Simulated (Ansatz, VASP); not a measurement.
## Ta: VASP beside Ansatz

```
CELL_PARAMETERS angstrom
-1.73384 1.73384 1.65128
1.73384 -1.73384 1.65128
1.73384 1.73384 -1.65128
ATOMIC_POSITIONS crystal
Ta 0.00000 0.00000 0.00000
```

Change from the starting cell: strain +0.050 along x and y, +0.000 along z, atoms carried along.

Alike in both runs: task single point; functional r2SCAN; k mesh 20 × 20 × 20; occupations gaussian, width 0.15 eV; no spin polarisation.

|  | VASP | Ansatz |
| --- | --- | --- |
| version | VASP 6.6.1 | Ansatz 0.2.0 |
| potentials or method | VASP PAW PBE potentials, release 64 (Ta_pv), cutoff 520 eV | scalar-relativistic, plane waves, PAW |
| valence electrons in the cell | 11 | 13 |

```tsv
	VASP	Ansatz	Ansatz less VASP
gap on the k mesh at the Fermi level (eV)	none	none	-
pressure (GPa)	-15.5	-15.9	-0.40
traceless stress, the component that is largest in VASP (GPa)	2.16	2.18	+0.016
```

VASP's potentials were made for PBE, not for r2SCAN. A gap of «none» marks a metal or a gap that the smearing closes. VASP's potentials hold 11 valence electrons a cell and Ansatz's 13, so a difference there can come from the potentials and not from the codes.

Spin-orbit coupling is off throughout.
